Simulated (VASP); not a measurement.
A run of VASP 6.6.1:

File INCAR:

```
PREC = Accurate
ENCUT = 520
EDIFF = 1E-6
ISMEAR = 0
SIGMA = 0.1
LREAL = F
LASPH = T
NELM = 100
ALGO = Fast
ISIF = 2
LWAVE = F
LCHARG = T
GGA = PS
LELF = T
LVHAR = T
NBANDS = 24
```

The input KPOINTS:

```
Automatic mesh
0
Gamma
  12 10 10
```

POSCAR

```
AlV
1.0
    3.4213897583      0.0000000000      0.0000000000
    0.0000000000      3.9644194100      0.0000000000
    0.0000000000      0.0000000000      4.0632204889
Al V
2 2
Direct
    0.0000000000      0.0000000000      0.0000000000
    0.5000000000      0.5000000000      0.0000000000
    0.5000000000      0.0000000000      0.5000000000
    0.0000000000      0.5000000000      0.5000000000
```

Potentials or basis: VASP PAW PBE potentials, release 64 (Al, V_sv).

Launch:

```console
$ cat potpaw_PBE.64/Al/POTCAR potpaw_PBE.64/V_sv/POTCAR > POTCAR
$ mpirun -np 1 vasp_std > vasp.out
```

Hardware: 1 thread of Intel Xeon 8259CL (shared host).

Task: How long does it take, and how much memory?

Result: Wall time 7.7 min on 1 thread of Intel Xeon 8259CL (shared host), peak memory 0.38 GiB. Counts: scf iterations 16, k points 252.
